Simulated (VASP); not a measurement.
# SiC: single point with PBE

The system is SiC.

```
CELL_PARAMETERS angstrom
0.00000 2.28173 2.28173
2.28173 0.00000 2.28173
2.28173 2.28173 0.00000
ATOMIC_POSITIONS crystal
Si 0.00000 0.00000 0.00000
C 0.25000 0.25000 0.25000
```

This cell differs from its parent crystal: strain +4.8%.

* Program: VASP 6.6.1
* Task: single point
* Functional: PBE
* Potentials or basis: VASP PAW PBE potentials, release 64 (Si, C)
* Cutoff: 520 eV
* k mesh: 10 × 10 × 10
* Occupations: fermi-dirac, width 0.02 eV
* Spin: no spin polarisation

```json
{
 "Pressure": "-20.5 GPa",
 "Band gap on the k mesh": "1.47 eV, indirect (least direct gap 4.39 eV)"
}
```

Levels at points of the mesh, in eV from the valence-band top:
```
           k point  band 1  band 2  band 3  band 4  band 5  band 6  band 7  band 8
(0.00, 0.00, 0.00)  -14.36    0.00    0.00    0.00    4.64    6.41    6.41    6.41
(0.50, 0.00, 0.00)  -11.28   -7.82   -1.01   -1.01    4.23    6.68    6.68    9.29
(0.50, 0.50, 0.00)   -9.97   -7.39   -2.92   -2.92    1.47    3.86   12.47   12.47
```

Run time: 3.7 s on 1 thread of Intel(R) Xeon(R) 6975P-C (Granite Rapids) (shared host), peak memory 0.14 GiB.

Caveat: the cell differs from its parent crystal (strain +4.8%). A k mesh can miss the band edges.
